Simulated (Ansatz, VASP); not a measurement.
One calculation of ZnCu2, two programs

Contents of INCAR:

```
PREC = Accurate
ENCUT = 520
EDIFF = 1E-6
ISMEAR = -1
SIGMA = 0.08
LREAL = False
LASPH = True
NELM = 60
ALGO = Normal
ISIF = 2
LWAVE = False
LCHARG = True
LDIPOL = True
IDIPOL = 3
DIPOL = 0.5 0.5 0.500
GGA = CA
LELF = True
LVHAR = True
LVACPOTAV = True
NBANDS = 24
```

The input KPOINTS:

```
regular mesh
0
Gamma
  15 15 1
```

File POSCAR:

```
ZnCu2
1.0
    2.4874897871      0.0000000000      0.0000000000
    0.0000000000      2.4874897871      0.0000000000
    0.0000000000      0.0000000000     19.5178000000
Cu Zn
2 1
Direct
    0.0000000000      0.0000000000      0.4122684683
    0.0000000000      0.0000000000      0.5877317224
    0.5000000000      0.5000000000      0.4999998093
```

Input for Ansatz:

```yaml
crystal:
  lattice:
    - [2.4874897871, 0.0, 0.0]
    - [0.0, 2.4874897871, 0.0]
    - [0.0, 0.0, 19.5178]
  atoms:
    - { symbol: Cu, position: [0.0, 0.0, 0.4122684683] }
    - { symbol: Zn, position: [0.5, 0.5, 0.4999998093] }
    - { symbol: Cu, position: [0.0, 0.0, 0.5877317224] }
kpoints:
  mp_grid: { grid: [15, 15, 1] }
scf:
  occupations: { method: fermi_dirac, width: 0.08 }
hamiltonian:
  xc: lda
  pseudopotentials: { kind: paw }
output:
  forces: true
  stress: true
  eigenvalues: true
efield:
  axis: 3
  amplitude: 0
  dipole_correction: true
```

Alike in both runs: task single point; functional LDA; k mesh 15 × 15 × 1; occupations fermi-dirac, width 0.08 eV; no spin polarisation.

|  | VASP | Ansatz |
| --- | --- | --- |
| version | VASP 6.6.1 | Ansatz 0.2.0 |
| potentials or method | VASP PAW LDA potentials, release 64 (Cu, Zn) | PAW with Ansatz's default frozen-core files, scalar-relativistic |
| plane-wave cutoff (eV) | 520 | 420 |
| valence electrons in the cell | 34 | 50 |

```csv
,VASP,Ansatz,Ansatz less VASP
rms of the force components (eV/Å),0.197,0.168,-0.0291
```

LDA's correlation is that of Perdew and Zunger in VASP and of Perdew and Wang (1992) in Ansatz. VASP's potentials hold 34 valence electrons a cell and Ansatz's 50, so a difference there can come from the potentials and not from the codes.
